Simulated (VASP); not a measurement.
SnTe, 2 atoms in the cell. Symmetry: Fm-3m, No. 225, cubic system. Conventional cell: a = 5.901 Å, b = 5.901 Å, c = 5.901 Å, α = 90.00°, β = 90.00°, γ = 90.00°. Within 3.9 Å of Sn (site symmetry m-3m) lie 6 Te at 2.95 Å. Within 3.9 Å of Te (site symmetry m-3m) lie 6 Sn at 2.95 Å. 

* Program: VASP 6.6.1
* Task: relaxation of cell and atoms
* Functional: PBE
* Potentials or basis: VASP PAW PBE potentials, release 64 (Sn_d, Te)
* Cutoff: 600 eV
* k mesh: 6 × 6 × 6
* Occupations: fermi-dirac, width 0.02 eV
* Spin: no spin polarisation
* Dipole correction: no
* Further INCAR settings: ALGO = Normal; EDIFF = 1e-07; IBRION = 2; EDIFFG = -0.005; NSW = 80; ISIF = 3

Potentials or basis: VASP PAW PBE potentials, release 64 (Sn_d, Te).

Run with:

```console
$ cat potpaw_PBE.64/Sn_d/POTCAR potpaw_PBE.64/Te/POTCAR > POTCAR
$ mpirun -np 1 vasp_std > vasp.out
```

Hardware: 1 thread of Intel(R) Xeon(R) Platinum 8375C CPU @ 2.90GHz (Ice Lake), on a shared host.

Task: How long does it take, and how much memory?

Result: It took 42 s on 1 thread of Intel(R) Xeon(R) Platinum 8375C CPU @ 2.90GHz (Ice Lake) (shared host), peak memory 0.22 GiB. Counts: scf iterations 36, k points 16, ion steps 3.
